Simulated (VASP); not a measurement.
# Al16Au in VASP: a series of runs, part 2 of 2

VASP 6.6.1. The steps go on from the part before.

## Step 3: Single point, PBE+D3(BJ)

Contents of INCAR:

```
ALGO = Normal ; DIPOL = 0.5 0.5 0.301
EDIFF = 1E-7 ; ENCUT = 520
GGA = PE ; IDIPOL = 3
ISIF = 2 ; ISMEAR = 0
IVDW = 12 ; LASPH = T
LCHARG = T ; LDIPOL = T
LELF = T ; LREAL = Auto
LVACPOTAV = T ; LVHAR = T
LWAVE = F ; NBANDS = 44
NELM = 80 ; PREC = Accurate
SIGMA = 0.1
```

Contents of KPOINTS:

```
k-points
0
Gamma
  5 4 1
```

Contents of POSCAR:

```
Al16Au
1.0
    5.6324246412      0.0000000000      0.0000000000
    0.0000000000      7.9654513166      0.0000000000
    0.0000000000      0.0000000000     21.2293510975
Al Au
16 1
Direct
    0.2500000000      0.2500000000      0.1884183827
    0.2500000000      0.7500000000      0.1884183827
    0.7500000000      0.2500000000      0.1884183827
    0.7500000000      0.7500000000      0.1884183827
    0.0000000000      0.0000000000      0.2547466541
    0.0000000000      0.5000000000      0.2547466541
    0.5000000000      0.0000000000      0.2547466541
    0.5000000000      0.5000000000      0.2547466541
    0.2500000000      0.2500000000      0.3240951258
    0.2500000000      0.7500000000      0.3240951258
    0.7500000000      0.2500000000      0.3240951258
    0.7500000000      0.7500000000      0.3240951258
    0.0000000000      0.0000000000      0.3876402562
    0.0000000000      0.5000000000      0.3876402562
    0.5000000000      0.0000000000      0.3876402562
    0.5000000000      0.5000000000      0.3876402562
    0.1666666667      0.0000000000      0.4912703667
```

Potentials or basis: VASP PAW PBE potentials, release 64 (Al, Au).

Run with:

```
cat potpaw_PBE.64/Al/POTCAR potpaw_PBE.64/Au/POTCAR > POTCAR
mpirun -np 1 vasp_std > vasp.out
```

OUTCAR:

```text
EDIFF = 1E-7
   ENCUT = 520
   GGA = PE
   ISIF = 2
   ISMEAR = 0
   IVDW = 12
   LASPH = T
   LREAL = Auto
   NELM = 80
   PREC = Accurate
 IVDW          = 12

 ion  position               nearest neighbor table
   1  0.250  0.250  0.188-   3 2.82   3 2.82   6 2.82   7 2.82   8 2.82   5 2.82   9 2.88
   2  0.250  0.750  0.188-   4 2.82   4 2.82   6 2.82   7 2.82   8 2.82   5 2.82  10 2.88
   3  0.750  0.250  0.188-   1 2.82   1 2.82   6 2.82   7 2.82   8 2.82   5 2.82  11 2.88
   4  0.750  0.750  0.188-   2 2.82   2 2.82   6 2.82   7 2.82   8 2.82   5 2.82  12 2.88
   5  0.000  0.000  0.255-   7 2.82   7 2.82   3 2.82   4 2.82   1 2.82   2 2.82  13 2.82  11 2.85
                            12 2.85   9 2.85  10 2.85
   6  0.000  0.500  0.255-   8 2.82   8 2.82   3 2.82   4 2.82   1 2.82   2 2.82  14 2.82  11 2.85
                            12 2.85   9 2.85  10 2.85
   7  0.500  0.000  0.255-   5 2.82   5 2.82   3 2.82   4 2.82   1 2.82   2 2.82  15 2.82  11 2.85
                            12 2.85   9 2.85  10 2.85
   8  0.500  0.500  0.255-   6 2.82   6 2.82   3 2.82   4 2.82   1 2.82   2 2.82  16 2.82  11 2.85
                            12 2.85   9 2.85  10 2.85
   9  0.250  0.250  0.324-  13 2.79  14 2.79  15 2.79  16 2.79  11 2.82  11 2.82   7 2.85   8 2.85
                             5 2.85   6 2.85   1 2.88
  10  0.250  0.750  0.324-  13 2.79  14 2.79  15 2.79  16 2.79  12 2.82  12 2.82   7 2.85   8 2.85
                             5 2.85   6 2.85   2 2.88
  11  0.750  0.250  0.324-  13 2.79  14 2.79  15 2.79  16 2.79   9 2.82   9 2.82   7 2.85   8 2.85
[... 5 lines left out ...]
  14  0.000  0.500  0.388-   9 2.79  10 2.79  11 2.79  12 2.79  16 2.82  16 2.82   6 2.82
  15  0.500  0.000  0.388-   9 2.79  10 2.79  11 2.79  12 2.79  13 2.82  13 2.82   7 2.82  17 2.89

  16  0.500  0.500  0.388-   9 2.79  10 2.79  11 2.79  12 2.79  14 2.82  14 2.82   8 2.82
  17  0.167  0.000  0.491-  13 2.39  15 2.89

  LATTYP: Found a simple orthorhombic cell.
 ALAT       =     5.6324246412
 B/A-ratio  =     1.4142135624
 C/A-ratio  =     3.7691318482

  Lattice vectors:

 A1 = (   5.6324246412,   0.0000000000,   0.0000000000)
 A2 = (   0.0000000000,   7.9654513166,   0.0000000000)
 A3 = (   0.0000000000,   0.0000000000,  21.2293510975)

Analysis of symmetry for initial positions (statically):
[... 175 lines left out ...]
 NGX is ok and might be reduce to    42
   NGX = 21   NGY = 29   NGZ = 79

 dipolmoment           0.000000      0.000000     -0.003456 electrons x Angstroem

 number of electron      59.0000003 magnetization

 dipolmoment           0.000000      0.000000      0.065037 electrons x Angstroem

 Free energy of the ion-electron system (eV)
  ---------------------------------------------------
  ext. energy  EPLUGINS =         0.00000000
  ---------------------------------------------------
  free energy    TOTEN  =       -57.59892091 eV

  energy without entropy =      -57.55220093  energy(sigma->0) =      -57.57556092

 E-fermi :  -0.5109     XC(G=0):  -4.0856

 val. band max:       -0.5229400030   @ k =   0.0000   0.2500   0.0000
 cond. band min:      -0.5073682363   @ k =   0.2000   0.2500   0.0000
 fundamental gap:      0.0155717667
 Fermi energy:        -0.5109088351

 k-point     1 :       0.0000    0.0000    0.0000
  band No.  band energies     occupation
      1     -10.9741      2.00000
      2      -8.7534      2.00000
      3      -8.6619      2.00000
      4      -8.5710      2.00000
      5      -6.5457      2.00000
      6      -6.4298      2.00000
[... 385 lines left out ...]
     40       1.9911      0.00000
     41       2.0987      0.00000
 [bands above 41 left out]

------------------------ aborting loop because EDIFF is reached ----------------------------------------

 Edisp (eV)   -3.66290

 E8    (eV) :    -1.7172

  FORCE on cell =-STRESS in cart. coord.  units (eV):
  Direction    XX          YY          ZZ          XY          YZ          ZX
  --------------------------------------------------------------------------------------
  -------------------------------------------------------------------------------------
  Total     -11.11169    -3.56538    -2.40678     0.00000     0.00000     0.69041
  in kB     -18.69167    -5.99755    -4.04859     0.00000     0.00000     1.16139
  external pressure =       -9.58 kB  Pullay stress =        0.00 kB

 VOLUME and BASIS-vectors are now :
 -----------------------------------------------------------------------------
  energy-cutoff  :      520.00
  volume of cell :      952.45
      direct lattice vectors                 reciprocal lattice vectors
     5.632424641  0.000000000  0.000000000     0.177543432  0.000000000  0.000000000
     0.000000000  7.965451317  0.000000000     0.000000000  0.125542165  0.000000000
     0.000000000  0.000000000 21.229351098     0.000000000  0.000000000  0.047104596

 POSITION                                       TOTAL-FORCE (eV/Angst)
 -----------------------------------------------------------------------------------
      1.40811      1.99136      4.00000         0.012028     -0.013283      0.179069
      1.40811      5.97409      4.00000         0.012028      0.013283      0.179069
      4.22432      1.99136      4.00000         0.007684      0.008983      0.166758
      4.22432      5.97409      4.00000         0.007684     -0.008983      0.166758
      0.00000      0.00000      5.40811        -0.183524      0.000000     -0.178729
      0.00000      3.98273      5.40811        -0.053163      0.000000     -0.084247
[... 9 lines left out ...]
      2.81621      3.98273      8.22935        -0.006063      0.000000      0.004378
      0.93874      0.00000     10.42935         0.419287      0.000000     -0.487082
 -----------------------------------------------------------------------------------
    total drift:                                0.000452     -0.000000     -0.002206

  FREE ENERGIE OF THE ION-ELECTRON SYSTEM (eV)
  ---------------------------------------------------
  free  energy   TOTEN  =       -61.2618171843 eV

  energy  without entropy=      -61.2150972122  energy(sigma->0) =      -61.23845720

 vacuum level on the upper side and lower side of the slab         3.812         3.550
```

OSZICAR:

```text
N       E                     dE             d eps       ncg     rms          rms(c)
DAV:   1     0.243286173212E+03    0.24329E+03   -0.17455E+04   792   0.939E+02
DAV:   2    -0.353050359141E+02   -0.27859E+03   -0.26472E+03  1080   0.159E+02
DAV:   3    -0.608263064833E+02   -0.25521E+02   -0.23490E+02  1036   0.420E+01
[... 21 lines left out ...]
DAV:  25    -0.575989201974E+02   -0.26308E-05   -0.13647E-07   664   0.843E-04    0.330E-04
DAV:  26    -0.575989203684E+02   -0.17102E-06   -0.79668E-09   624   0.401E-04    0.287E-04
DAV:  27    -0.575989207331E+02   -0.36462E-06   -0.23555E-08   644   0.494E-04    0.109E-04
DAV:  28    -0.575989208480E+02   -0.11498E-06   -0.62833E-09   624   0.223E-04    0.681E-05
DAV:  29    -0.575989209054E+02   -0.57370E-07   -0.58106E-09   604   0.184E-04
   1 F= -.61261817E+02 E0= -.61238457E+02  d E =-.467200E-01
```

Wall time 7.7 min (1 thread of Intel Xeon 6975P-C (Granite Rapids), shared host); peak memory 0.89 GiB.

What came out:

```yaml
Free_energy: -61.2618 eV
Largest_force: 0.643 eV/Å
Band_gap_on_the_k_mesh: zero (an odd number of electrons rules out a gap without spin polarisation)
Dispersion_energy_per_atom: -0.215 eV
```

Forces on the atoms (eV/Å):
```
Al   0.012 -0.013  0.179
Al   0.012  0.013  0.179
Al   0.008  0.009  0.167
Al   0.008 -0.009  0.167
Al  -0.184  0.000 -0.179
Al  -0.053  0.000 -0.084
Al   0.202  0.000 -0.141
Al   0.030  0.000 -0.074
Al   0.058 -0.002 -0.077
Al   0.058  0.002 -0.077
Al  -0.030 -0.085 -0.057
Al  -0.030  0.085 -0.057
Al  -0.536  0.000  0.032
Al  -0.002  0.000  0.035
Al   0.032  0.000  0.469
Al  -0.006  0.000  0.004
Au   0.419  0.000 -0.487
```

Caveat: spin-orbit coupling is left out, which moves the levels of the heavy elements.

## Step 4: Single point, PBE+D3(BJ)

Contents of INCAR:

```
PREC = Accurate
ENCUT = 520
EDIFF = 1E-6
ISMEAR = 0
SIGMA = 0.1
LREAL = Auto
LASPH = True
NELM = 60
ALGO = Normal
ISIF = 2
LWAVE = False
LCHARG = False
LDIPOL = True
IDIPOL = 3
DIPOL = 0.5 0.5 0.301
GGA = PE
IVDW = 12
NBANDS = 44
```

Contents of KPOINTS:

```
Automatic mesh
0
Gamma
  5 4 1
```

Changes to POSCAR since step 3:

```diff
@@ -24,2 +24,2 @@
     0.5000000000      0.5000000000      0.3876402562
-    0.1666666667      0.0000000000      0.4912703667
+    0.1666666667      0.2500000000      0.4912703667
```

Run with:

```
cat potpaw_PBE.64/Al/POTCAR potpaw_PBE.64/Au/POTCAR > POTCAR
mpirun -np 1 vasp_std > vasp.out
```

Wall time 6.6 min (1 thread of Intel Xeon 6975P-C (Granite Rapids), shared host); peak memory 0.88 GiB.

It converged, with:

```yaml
Free_energy: -60.8399 eV
Largest_force: 1.671 eV/Å
Band_gap_on_the_k_mesh: zero (an odd number of electrons rules out a gap without spin polarisation)
Dispersion_energy_per_atom: -0.216 eV
```

Forces on the atoms (eV/Å):
```
Al  -0.010  0.000  0.158
Al   0.067  0.000  0.124
Al   0.015  0.000  0.139
Al  -0.066  0.000  0.094
Al  -0.096 -0.007 -0.129
Al  -0.096  0.007 -0.129
Al   0.099 -0.064 -0.091
Al   0.099  0.064 -0.091
Al   0.038  0.000 -0.111
Al   0.053  0.000  0.127
Al  -0.023  0.000 -0.082
Al  -0.041  0.000 -0.100
Al   0.084  0.462  0.685
Al   0.084 -0.462  0.685
Al  -0.018  0.090  0.191
Al  -0.018 -0.090  0.191
Au  -0.171  0.000 -1.662
```

Levels at points of the mesh, in eV from the Fermi level:
```csv
k point,band 27,band 28,band 29,band 30,band 31,band 32,band 33,band 34
"(0.00, 0.00, 0.00)",-0.76,-0.65,-0.59,-0.31,-0.09,0.14,0.23,1.14
"(0.00, 0.50, 0.00)",-0.87,-0.83,-0.82,-0.30,0.30,0.31,0.39,0.44
```

Caveat: spin-orbit coupling is left out, which moves the levels of the heavy elements.

## Step 5: The runs side by side

| cell | gap on the mesh (eV) | largest force (eV/Å) |
| --- | --- | --- |
| as given, atomic positions A | none | 0.55 |
| as given, atomic positions B | none | 0.64 |
| as given, atomic positions C | none | 1.67 |

Alike in all rows: task single point; level PBE+D3(BJ); potentials or basis VASP PAW PBE potentials, release 64 (Al, Au); no spin polarisation; k mesh 5 × 4 × 1; cutoff (eV) 520; smearing gaussian 0.1 eV.

Caveats: spin-orbit coupling is left out, which moves the levels of the heavy elements.

Absolute energies hang on the potentials; compare differences alone.
